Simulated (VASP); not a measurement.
Runs of VASP 6.6.1 on Ta. The structure is that of space group Im-3m (No. 229), or close to it. The cells are those of the table. 

```tsv
task	cell	cutoff (eV)	gap on the mesh (eV)	pressure (GPa)
single point	a = 2.796 Å, angles 109.5°, 1 atom	520	none	19.5
relaxation of cell and atoms	relaxed to 19 GPa from a = 2.797 Å, angles 109.5°, 1 atom	600	none	19.0
single point	a = 2.797 Å, angles 109.5°, 1 atom	520	none	(a)
relaxation of cell and atoms	relaxed to 19 GPa from a = 2.823 Å, angles 109.5°, 1 atom	600	none	19.0
```

Alike in all rows: level PBE; potentials or basis VASP PAW PBE potentials, release 64 (Ta_pv); no spin polarisation; k mesh 17 × 17 × 17; smearing fermi-dirac 0.1 eV.

Estimate the missing entries.

(a) 19.3.

Caveats: spin-orbit coupling is left out, which moves the levels of the heavy elements; the cell is relaxed towards a set pressure, so the enthalpy falls and the energy may rise (some runs).

A k mesh can miss the band edges, and the runs leave out spin-orbit coupling on Ta.

A gap of «none» marks levels without a gap at the run's occupations.
